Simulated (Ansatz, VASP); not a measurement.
Two plane-wave programs on ZnSn3N2

```xyz
6
Lattice="3.8478 2.2215 2.3800 -3.8478 2.2215 2.3800 0.0000 -4.4430 2.3800" Properties=species:S:1:pos:R:3 pbc="T T T"
Zn    0.0000    0.0000    0.0000
Sn   -1.9239   -1.1108    2.3800
Sn    1.9239   -1.1108    2.3800
Sn    0.0000    2.2215    2.3800
N     0.0000    0.0000    1.8389
N     0.0000    0.0000    5.3013
```

Alike in both runs: functional PBE; k mesh 6 × 6 × 6; occupations gaussian, width 0.1 eV; no spin polarisation.

Ansatz relaxed the structure, and its values are those at the end. VASP's run is a single point on that final structure, the one shown.

```csv
,VASP,Ansatz
version,VASP 6.6.1,Ansatz 0.2.0
potentials or method,"VASP PAW PBE potentials, release 64 (Zn, Sn_d, N), cutoff 520 eV","scalar-relativistic, plane waves, PAW"
valence electrons in the cell,64,64
```

```csv
,VASP,Ansatz,Ansatz less VASP
gap on the k mesh at the Fermi level (eV),none,none,-
pressure (GPa),0.2,0.0,-0.17
rms of the force components (eV/Å),0.038,0.001,-0.0373
```

A gap of «none» marks a metal or a gap that the smearing closes. The functional is the same, so the differences come from potentials, cutoffs and numerics.
